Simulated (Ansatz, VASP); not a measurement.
# InSb in VASP and in Ansatz

POSCAR

```
InSb
1.0
    0.0000000000      3.4500753731      2.4392032888
    3.4500753731      0.0000000000      2.4392032888
    3.4500753731      3.4500753731      0.0000000000
In Sb
1 1
Direct
    0.0000000000      0.0000000000      0.0000000000
    0.5000000000      0.5000000000      0.5000000000
```

File INCAR.step1:

```
SYSTEM = InSb
PREC = Accurate
ENCUT = 520
ISMEAR = 0
SIGMA = 0.15
LREAL = .False.
LASPH = .True.
NELM = 100
NBANDS = 16
GGA = PE
ALGO = Normal
EDIFF = 1E-4
LWAVE = .True.
LCHARG = .False.
```

File INCAR.step2:

```
SYSTEM = InSb
PREC = Accurate
ENCUT = 520
EDIFF = 1E-6
ISMEAR = 0
SIGMA = 0.15
LREAL = .False.
LASPH = .True.
NELM = 100
ALGO = Normal
ISIF = 2
LWAVE = .False.
LCHARG = .False.
METAGGA = R2SCAN
LMIXTAU = .True.
NBANDS = 16
ISTART = 1
```

File KPOINTS:

```
regular mesh
0
Gamma
  6 6 6
  0 0 0
```

Input for Ansatz:

```yaml
crystal:
  lattice:
    - [0.0, 3.4500753731, 2.4392032888]
    - [3.4500753731, 0.0, 2.4392032888]
    - [3.4500753731, 3.4500753731, 0.0]
  atoms:
    - { symbol: In, position: [0.0, 0.0, 0.0] }
    - { symbol: Sb, position: [0.5, 0.5, 0.5] }
basis:
  ecutwfc: 500
kpoints:
  mp_grid: { grid: [6, 6, 6] }
hamiltonian:
  xc: r2scan
scf:
  occupations: { method: gaussian, width: 0.15 }
output:
  forces: true
  stress: true
  eigenvalues: true
```

Alike in both runs: task single point; functional r2SCAN; k mesh 6 × 6 × 6; occupations gaussian, width 0.15 eV; no spin polarisation.

|  | VASP | Ansatz |
| --- | --- | --- |
| version | VASP 6.6.1 | Ansatz 0.2.0 |
| potentials or method | VASP PAW PBE potentials, release 64 (In_d, Sb), cutoff 520 eV | scalar-relativistic, plane waves, PAW |
| valence electrons in the cell | 18 | 28 |

Ansatz gave:

| Property | Result |
| --- | --- |
| gap on the k mesh at the Fermi level (eV) | none |
| pressure (GPa) | 15.4 |
| traceless stress, the component that is largest in VASP (GPa) | 38.95 |

Estimate VASP's values.

gap on the k mesh at the Fermi level (eV): none; pressure (GPa): 15.3; traceless stress, the component that is largest in VASP (GPa): 38.86.

VASP's potentials were made for PBE, not for r2SCAN. A gap of «none» marks a metal or a gap that the smearing closes. The functional is the same, so the differences come from potentials, cutoffs and numerics. VASP's potentials hold 18 valence electrons a cell and Ansatz's 28, so a difference there can come from the potentials and not from the codes.

Neither program's run includes spin-orbit coupling.
